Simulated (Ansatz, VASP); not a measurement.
# P5N2: VASP beside Ansatz

```
CELL_PARAMETERS angstrom
3.95547 0.00000 0.00000
0.00000 1.76945 0.00000
-0.87783 0.00000 5.60209
ATOMIC_POSITIONS crystal
P 0.21417 0.00000 0.57070
P 0.78583 0.00000 0.42930
P 0.64312 0.00000 0.71467
P 0.35688 0.00000 0.28533
P 0.50000 0.00000 0.00000
N 0.07349 0.00000 0.85242
N 0.92651 0.00000 0.14758
```

Alike in both runs: task relaxation of cell and atoms; functional PBE; k mesh 4 × 10 × 4; occupations gaussian, width 0.1 eV; no spin polarisation.

```csv
,VASP,Ansatz
version,VASP 6.6.1,Ansatz 0.2.0
potentials or method,"VASP PAW PBE potentials, release 64 (P, N), cutoff 600 eV","scalar-relativistic, plane waves, PAW"
valence electrons in the cell,35,35
```

Ansatz gave:

```
gap on the k mesh at the Fermi level, each at its own relaxed structure (eV) : none
relaxed volume (Å³/atom)                                                     : 12.82
relaxed cell length with the largest relative difference (Å)                 : 2.591
```

Task: Estimate VASP's values.

Result: gap on the k mesh at the Fermi level, each at its own relaxed structure (eV): none; relaxed volume (Å³/atom): 12.09; relaxed cell length with the largest relative difference (Å): 2.515.

A gap of «none» marks a metal or a gap that the smearing closes. One of these differences is far larger than is usual between the two programs; its cause wasn't traced.

The k mesh is coarse, so the values compare programs but aren't converged. Noted on VASP's run: the volume moved by over 15 % at a fixed basis, so the end points are rough.
